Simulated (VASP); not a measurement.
A run of VASP 6.6.1:

Contents of INCAR:

```
SYSTEM = TiO2
  PREC = Accurate
  ENCUT = 520
  EDIFF = 1E-6
  ISMEAR = 0
  SIGMA = 0.05
  LREAL = .FALSE.
  LASPH = .TRUE.
  NELM = 150
  ALGO = Normal
  ISIF = 2
  LWAVE = .FALSE.
  LCHARG = .FALSE.
  LMAXMIX = 4
  LDAU = .TRUE.
  LDAUTYPE = 2
  LDAUL = 2 -1
  LDAUU = 4 0
  LDAUJ = 0 0
  LDAUPRINT = 1
  GGA = PE
  NBANDS = 33
```

Contents of KPOINTS:

```
regular mesh
0
G
  8 8 8
  0 0 0
```

The input POSCAR:

```
TiO2
1.0
   -1.8680206176      1.8680206176      5.1049267437
    1.8680206176     -1.8680206176      5.1049267437
    1.8680206176      1.8680206176     -5.1049267437
Ti O
2 4
Direct
    0.0000000000      0.0000000000      0.0000000000
    0.7500000000      0.2500000000      0.5000000000
    0.2103403591      0.2103403591      0.0000000000
    0.9603403591      0.4603403591      0.5000000000
    0.5396596409      0.0396596409      0.5000000000
    0.7896596409      0.7896596409      0.0000000000
```

Potentials or basis: VASP PAW PBE potentials, release 64 (Ti_sv, O).

The run is started by

```bash
$ cat potpaw_PBE.64/Ti_sv/POTCAR potpaw_PBE.64/O/POTCAR > POTCAR
$ mpirun -np 1 vasp_std > vasp.out
```

Hardware: 1 thread of Intel Xeon 8259CL, with other jobs on the host.

Q: How long does it take, and how much memory?

A: Run time: 8.3 min on 1 thread of Intel Xeon 8259CL, on a shared host, peak memory 0.38 GiB. Counts: scf iterations 16, k points 59.
